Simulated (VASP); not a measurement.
# ZrHg (P4/mmm) in VASP: further runs

ZrHg is run at these levels: LDA; tasks: single point, relaxation of cell and atoms.

Everything below comes from runs of VASP 6.6.1. Logs are shortened: lines on timing, memory, paths and dates and some standing lists are left out, and cuts for length are marked.

## Step 1: The cell of the first run

The structure is tetragonal, space group P4/mmm (No. 123). The conventional cell has a = 3.071 Å, b = 3.071 Å, c = 4.221 Å, α = 90.00°, β = 90.00°, γ = 90.00°. Within 4.0 Å of Zr (site symmetry 4/mmm) lie 8 Hg at 3.03 Å and 4 Zr at 3.07 Å. Hg (site symmetry 4/mmm) has 8 Zr at 3.03 Å and 4 Hg at 3.07 Å within 4.0 Å.

## Step 2: Single point, LDA

Contents of INCAR:

```
SYSTEM = ZrHg
PREC = Accurate
ENCUT = 520
EDIFF = 1E-6
ISMEAR = 0
SIGMA = 0.1
LREAL = .FALSE.
LASPH = .TRUE.
NELM = 100
ALGO = Normal
ISIF = 2
LWAVE = .FALSE.
LCHARG = .FALSE.
GGA = CA
NBANDS = 19
```

Contents of KPOINTS:

```
Automatic mesh
0
G
  14 14 10
  0 0 0
```

Contents of POSCAR:

```
ZrHg
1.0
    3.0705149316      0.0000000000      0.0000000000
    0.0000000000      3.0705149316      0.0000000000
    0.0000000000      0.0000000000      4.2214881731
Zr Hg
1 1
Direct
    0.5000000000      0.5000000000      0.5000000000
    0.0000000000      0.0000000000      0.0000000000
```

Potentials or basis: VASP PAW LDA potentials, release 64 (Zr_sv, Hg).

On the command line:

```sh
$ cat potpaw_LDA.64/Zr_sv/POTCAR potpaw_LDA.64/Hg/POTCAR > POTCAR
$ mpirun -np 1 vasp_std > vasp.out
```

OUTCAR:

```text
SYSTEM = ZrHg
   PREC = Accurate
   ENCUT = 520
   EDIFF = 1E-6
   ISMEAR = 0
   LREAL = .FALSE.
   LASPH = .TRUE.
   NELM = 100
   ISIF = 2
   GGA = CA

 ion  position               nearest neighbor table
   1  0.500  0.500  0.500-   2 3.03   2 3.03   2 3.03   2 3.03   2 3.03   2 3.03   2 3.03   2 3.03

   2  0.000  0.000  0.000-   1 3.03   1 3.03   1 3.03   1 3.03   1 3.03   1 3.03   1 3.03   1 3.03

  LATTYP: Found a simple tetragonal cell.
 ALAT       =     3.0705149316
 C/A-ratio  =     1.3748469775

  Lattice vectors:

 A1 = (   3.0705149316,   0.0000000000,   0.0000000000)
 A2 = (   0.0000000000,   3.0705149316,   0.0000000000)
 A3 = (   0.0000000000,   0.0000000000,   4.2214881731)

Analysis of symmetry for initial positions (statically):
=====================================================================
 Subroutine PRICEL returns:
 Original cell was already a primitive cell.

 Routine SETGRP: Setting up the symmetry group for a
 simple tetragonal supercell.

 Subroutine GETGRP returns: Found 16 space group operations
 (whereof 16 operations were pure point group operations)
 out of a pool of 16 trial point group operations.

The static configuration has the point symmetry D_4h.

Analysis of symmetry for dynamics (positions and initial velocities):
=====================================================================
 Subroutine PRICEL returns:
 Original cell was already a primitive cell.

 Routine SETGRP: Setting up the symmetry group for a
 simple tetragonal supercell.

 Subroutine GETGRP returns: Found 16 space group operations
 (whereof 16 operations were pure point group operations)
 out of a pool of 16 trial point group operations.

The dynamic configuration has the point symmetry D_4h.

 Subroutine INISYM returns: Found 16 space group operations
 (whereof 16 operations are pure point group operations),
 and found     1 'primitive' translations

----------------------------------------------------------------------------------------

                                     Primitive cell

  volume of cell :      39.8005

  direct lattice vectors                    reciprocal lattice vectors
     3.070514932  0.000000000  0.000000000     0.325678273  0.000000000  0.000000000
     0.000000000  3.070514932  0.000000000     0.000000000  0.325678273  0.000000000
     0.000000000  0.000000000  4.221488173     0.000000000  0.000000000  0.236883288

  length of vectors
     3.070514932  3.070514932  4.221488173     0.325678273  0.325678273  0.236883288

  position of ions in fractional coordinates (direct lattice)
     0.500000000  0.500000000  0.500000000
     0.000000000  0.000000000  0.000000000

  ion indices of the primitive-cell ions
   primitive index   ion index
                 1           1
                 2           2

----------------------------------------------------------------------------------------

 KPOINTS: Automatic mesh

Automatic generation of k-mesh.
 Grid dimensions read from file:
 generate k-points for:   14   14   10

 Generating k-lattice:

  Cartesian coordinates                     Fractional coordinates (reciprocal lattice)
     0.023262734  0.000000000  0.000000000     0.071428571  0.000000000  0.000000000
     0.000000000  0.023262734  0.000000000     0.000000000  0.071428571  0.000000000
     0.000000000  0.000000000  0.023688329     0.000000000  0.000000000  0.100000000

  Length of vectors
     0.023262734  0.023262734  0.023688329

  Shift w.r.t. Gamma in fractional coordinates (k-lattice)
     0.000000000  0.000000000  0.000000000

 Subroutine IBZKPT returns following result:
 ===========================================

 Found    216 irreducible k-points:

 Following reciprocal coordinates:
            Coordinates               Weight
  0.000000  0.000000  0.000000      1.000000
  0.071429  0.000000  0.000000      4.000000
  0.142857  0.000000  0.000000      4.000000
  0.214286  0.000000  0.000000      4.000000
  0.285714  0.000000  0.000000      4.000000
  0.357143  0.000000  0.000000      4.000000
[... 16 lines left out ...]
  0.285714  0.214286  0.000000      8.000000
  0.357143  0.214286  0.000000      8.000000
 [... further k-points ...]
   k-points           NKPTS =    216   k-points in BZ     NKDIM =    216   number of bands    NBANDS=     19
   number of dos      NEDOS =    301   number of ions     NIONS =      2
   total plane-waves  NPLWV =  18432
   dimension x,y,z NGX =    24 NGY =   24 NGZ =   32
   dimension x,y,z NGXF=    48 NGYF=   48 NGZF=   64
   ions per type =               1   1
   NGX,Y,Z   is equivalent  to a cutoff of  12.99, 12.99, 12.60 a.u.
   NGXF,Y,Z  is equivalent  to a cutoff of  25.99, 25.99, 25.20 a.u.
 SYSTEM =  ZrHg
   PREC   = accura    normal or accurate (medium, high low for compatibility)
   ISTART =      0    job   : 0-new  1-cont  2-samecut
   ICHARG =      2    charge: 1-file 2-atom 10-const
   ISPIN  =      1    spin polarized calculation?
   LNONCOLLINEAR =      F non collinear calculations
   LSORBIT =      F    spin-orbit coupling
   LASPH  =      T    aspherical Exc in radial PAW
   ENCUT  =  520.0 eV  38.22 Ry    6.18 a.u.   5.71  5.71  7.85*2*pi/ulx,y,z
   NELM   =    100;   NELMIN=  2; NELMDL= -5     # of ELM steps
   EDIFF  = 0.1E-05   stopping-criterion for ELM
   LREAL  =      F    real-space projection
   EDIFFG = 0.1E-04   stopping-criterion for IOM
   NSW    =      0    number of steps for IOM
   IBRION =     -1    ionic relax: 0-MD 1-quasi-New 2-CG
   NFREE  =      0    steps in history (QN), initial steepest desc. (CG)
   ISIF   =      2    stress and relaxation
   ISYM   =      2    0-nonsym 1-usesym 2-fastsym
   POTIM  = 0.5000    time-step for ionic-motion
   TEBEG  =    0.0;   TEEND  =   0.0 temperature during run
   PSTRESS=    0.0 pullay stress
   NELECT =      24.0000    total number of electrons
   NUPDOWN=      -1.0000    fix difference up-down
   EMIN   =  10.00;   EMAX   =-10.00  energy-range for DOS
   EFERMI =   0.00;   METHOD = LEGACY
   ISMEAR =     0;   SIGMA  =   0.10  broadening in eV -4-tet -1-fermi 0-gaus
   EFERMI_NEDOS =   21; number of points for ismear=-14 and -15
   IALGO  =     38    algorithm
   IMIX   =      4    mixing-type and parameters
     AMIX     =   0.40;   BMIX     =  1.00
     AMIX_MAG =   1.60;   BMIX_MAG =  1.00
  volume/ion in A,a.u.               =      19.90       134.29
  Fermi-wavevector in a.u.,A,eV,Ry     =   1.383086  2.613654 26.026957  1.912927
  Thomas-Fermi vector in A             =   2.507717
   LORBIT       =      0    0 simple, 1 ext, 2 COOP (PROOUT), +10 PAW based schemes
   GGA     = CA    functional components
   LHFCALC =     F    Hartree Fock is set to
   AEXX    =    0.0000 exact exchange contribution
   IVDW    =     0    specifies the selected vdW correction
   LEPSILON=     F    determine dielectric tensor
   LRPA    =     F    only Hartree local field effects (RPA)
 non-spin polarized calculation
 Gauss-broadening in eV      SIGMA  =   0.10
  energy-cutoff  :      520.00
  volume of cell :       39.80
 maximum number of plane-waves:      1096
 NGX is ok and might be reduce to    24
   NGX = 11   NGY = 11   NGZ = 15

 number of electron      24.0000000 magnetization

 Free energy of the ion-electron system (eV)
  ---------------------------------------------------
  ext. energy  EPLUGINS =         0.00000000
  ---------------------------------------------------
  free energy    TOTEN  =       -10.95216392 eV

  energy without entropy =      -10.94101433  energy(sigma->0) =      -10.94658913

 E-fermi :   7.4850     XC(G=0): -12.1006

 val. band max:        7.4807032572   @ k =   0.4286   0.1429   0.1000
 cond. band min:       7.4851904654   @ k =   0.2857   0.0714   0.5000
 fundamental gap:      0.0044872083
 Fermi energy:         7.4850243490

 k-point     1 :       0.0000    0.0000    0.0000
  band No.  band energies     occupation
      1     -41.0956      2.00000
      2     -19.4209      2.00000
      3     -18.8512      2.00000
      4     -18.8512      2.00000
      5      -1.7589      2.00000
      6      -1.0994      2.00000
[... 11 lines left out ...]
     18      15.7731      0.00000
     19      16.1384      0.00000

 k-point     2 :       0.0714    0.0000    0.0000
  band No.  band energies     occupation
      1     -41.0916      2.00000
      2     -19.4168      2.00000
      3     -18.8926      2.00000
      4     -18.8478      2.00000
      5      -1.6561      2.00000
      6      -1.0530      2.00000
[... 11 lines left out ...]
     18      16.0753      0.00000
     19      16.7236      0.00000

 k-point     3 :       0.1429    0.0000    0.0000
  band No.  band energies     occupation
      1     -41.0805      2.00000
      2     -19.4054      2.00000
      3     -19.0073      2.00000
      4     -18.8383      2.00000
      5      -1.3952      2.00000
      6      -0.8807      2.00000
[... 11 lines left out ...]
     18      16.8274      0.00000
     19      16.9835      0.00000

 k-point     4 :       0.2143    0.0000    0.0000
  band No.  band energies     occupation
      1     -41.0644      2.00000
      2     -19.3888      2.00000
      3     -19.1694      2.00000
      4     -18.8245      2.00000
      5      -1.1502      2.00000
      6      -0.4594      2.00000
[... 11 lines left out ...]
     18      16.8978      0.00000
     19      17.8347      0.00000

 k-point     5 :       0.2857    0.0000    0.0000
  band No.  band energies     occupation
      1     -41.0464      2.00000
      2     -19.3703      2.00000
      3     -19.3445      2.00000
      4     -18.8091      2.00000
      5      -0.9990      2.00000
      6      -0.1666      2.00000
[... 11 lines left out ...]
     18      16.5821      0.00000
     19      19.0116      0.00000
[... 334 lines left out ...]
      2     -19.6166      2.00000
      3     -19.3192      2.00000
      4     -18.9264      2.00000
      5      -0.4690      2.00000
      6      -0.4574      2.00000
[... 11 lines left out ...]
     18      18.0162      0.00000
     19      18.0816      0.00000

 k-point    22 :       0.2143    0.2143    0.0000
  band No.  band energies     occupation
      1     -41.0338      2.00000
      2     -19.3543      2.00000
      3     -19.1483      2.00000
      4     -19.1188      2.00000
      5      -0.4130      2.00000
      6      -0.3387      2.00000
[... 11 lines left out ...]
     18      14.6163      0.00000
     19      18.1412      0.00000

 k-point    23 :       0.2857    0.2143    0.0000
  band No.  band energies     occupation
      1     -41.0161      2.00000
      2     -19.3344      2.00000
      3     -19.3051      2.00000
      4     -19.1118      2.00000
      5      -0.3736      2.00000
      6      -0.2698      2.00000
[... 11 lines left out ...]
     18      15.2958      0.00000
     19      18.1066      0.00000

 k-point    24 :       0.3571    0.2143    0.0000
  band No.  band energies     occupation
      1     -41.0001      2.00000
      2     -19.4544      2.00000
      3     -19.3164      2.00000
      4     -19.0939      2.00000
      5      -0.4001      2.00000
      6      -0.3993      2.00000
[... 11 lines left out ...]
     18      16.0019      0.00000
     19      17.9315      0.00000

 [... further k-points ...]
[... 5 lines left out ...]
  --------------------------------------------------------------------------------------
  -------------------------------------------------------------------------------------
  Total        0.1947068      0.1947068      0.2369418      0.0000000      0.0000000      0.0000000
  in kB        7.8379720      7.8379720      9.5381533      0.0000000      0.0000000      0.0000000
  external PRESSURE =       8.4046991 kB  Pullay stress =       0.0000000 kB

 VOLUME and BASIS-vectors are now :
 -----------------------------------------------------------------------------
  energy-cutoff  :      520.00
  volume of cell :       39.80
      direct lattice vectors                 reciprocal lattice vectors
     3.070514932  0.000000000  0.000000000     0.325678273  0.000000000  0.000000000
     0.000000000  3.070514932  0.000000000     0.000000000  0.325678273  0.000000000
     0.000000000  0.000000000  4.221488173     0.000000000  0.000000000  0.236883288

 POSITION                                       TOTAL-FORCE (eV/Angst)
 -----------------------------------------------------------------------------------
      1.53526      1.53526      2.11074         0.000000      0.000000      0.000000
      0.00000      0.00000      0.00000         0.000000      0.000000      0.000000
 -----------------------------------------------------------------------------------
    total drift:                                0.000000      0.000000     -0.000000

  FREE ENERGIE OF THE ION-ELECTRON SYSTEM (eV)
  ---------------------------------------------------
  free  energy   TOTEN  =       -10.9521639232 eV

  energy  without entropy=      -10.9410143324  energy(sigma->0) =      -10.94658913
```

It took 32 s on 1 thread of Intel Xeon 6975P-C (Granite Rapids), shared host; peak memory 0.27 GiB.

Results:

```yaml
Free_energy: -10.9522 eV
Pressure: 0.8 GPa
Band_gap_on_the_k_mesh: zero (band 12 reaches 8.29 eV, above the bottom of band 13 at 6.79 eV)
```

Stress tensor (GPa, compression positive):
```
0.78 0.00 0.00
0.00 0.78 0.00
0.00 0.00 0.95
```

Caveat: spin-orbit coupling is left out, which moves the levels of the heavy elements.

## Step 3: Relaxation of cell and atoms, LDA

This run uses another cell than the first one, of 21.47 Å³/atom, 1.079 times its volume.

Contents of INCAR:

```
ALGO = Normal
EDIFF = 1E-7
EDIFFG = -0.005
ENCUT = 600
GGA = CA
IBRION = 2
ISIF = 3
ISMEAR = 0
LASPH = T
LCHARG = F
LREAL = F
LWAVE = F
NELM = 100
NSW = 70
PREC = Accurate
SIGMA = 0.1
```

Contents of KPOINTS:

```
k-points
0
Gamma
  14 14 10
```

Contents of POSCAR:

```
ZrHg
1.0
    3.1565298609      0.0000000000      0.0000000000
    0.0000000000      3.1565298609      0.0000000000
    0.0000000000      0.0000000000      4.3093866112
Zr Hg
1 1
Direct
    0.5000000000      0.5000000000      0.5000000000
    0.0000000000      0.0000000000      0.0000000000
```

Potentials or basis: VASP PAW LDA potentials, release 64 (Zr_sv, Hg).

On the command line:

```sh
$ cat potpaw_LDA.64/Zr_sv/POTCAR potpaw_LDA.64/Hg/POTCAR > POTCAR
$ mpirun -np 1 vasp_std > vasp.out
```

It took 4.4 min on 1 thread of Intel Xeon 6975P-C (Granite Rapids), shared host; peak memory 0.33 GiB.

It converged, with:

```
Free energy                            : -10.9534 eV
Relaxed volume                         : 20.04 Å³/atom
Relaxed cell                           : a = 3.077 Å, b = 3.077 Å, c = 4.234 Å, α = 90.00°, β = 90.00°, γ = 90.00°
Space group after relaxing (to 0.05 Å) : P4/mmm (No. 123)
Energy gained by relaxing              : 34.7 meV/atom
Ionic steps                            : 6
Pressure after relaxing                : 0.0 GPa
Band gap on the k mesh                 : zero (band 12 reaches 8.21 eV, above the bottom of band 13 at 6.72 eV)
```

The path:
| step | energy change (eV) | largest force (eV/Å) | pressure (GPa) | volume (Å³) |
| --- | --- | --- | --- | --- |
| 1 | 0.0000 | 0.0000 | -7.35 | 42.94 |
| 2 | 0.0348 | 0.0000 | 11.84 | 37.10 |
| 3 | -0.0690 | 0.0000 | -0.15 | 40.16 |
| 4 | -0.0691 | 0.0000 | 0.02 | 40.11 |
| 5 | -0.0693 | 0.0000 | 0.02 | 40.10 |
| 6 | -0.0694 | 0.0000 | 0.02 | 40.08 |

Final structure:
```
Zr Hg
1.0
     3.07677    0.00000    0.00000
     0.00000    3.07677    0.00000
     0.00000    0.00000    4.23368
Zr Hg
1 1
Cartesian
  1.5384 1.5384 2.1168
  0.0000 0.0000 4.2337
```

Levels at points of the mesh, in eV from the Fermi level:
```
           k point  band 9  band 10  band 11  band 12  band 13  band 14  band 15  band 16
(0.00, 0.00, 0.00)   -7.22    -6.73    -0.95    -0.71     1.32     3.47     3.47     4.59
(0.50, 0.00, 0.00)   -7.04    -3.81    -3.58    -1.67    -0.69     1.82     3.25     6.50
(0.50, 0.50, 0.00)   -6.07    -2.87     0.61     0.61     1.64     1.64     2.04     4.60
(0.00, 0.00, 0.50)   -6.71    -6.48    -4.57    -1.28     0.99     2.07     2.07     4.49
(0.50, 0.00, 0.50)   -7.17    -4.24    -1.43    -0.54     0.00     2.56     3.11     3.56
(0.50, 0.50, 0.50)   -6.07    -2.93    -2.22    -2.22     0.21     2.75     6.25     7.19
```

Caveat: spin-orbit coupling is left out, which moves the levels of the heavy elements.
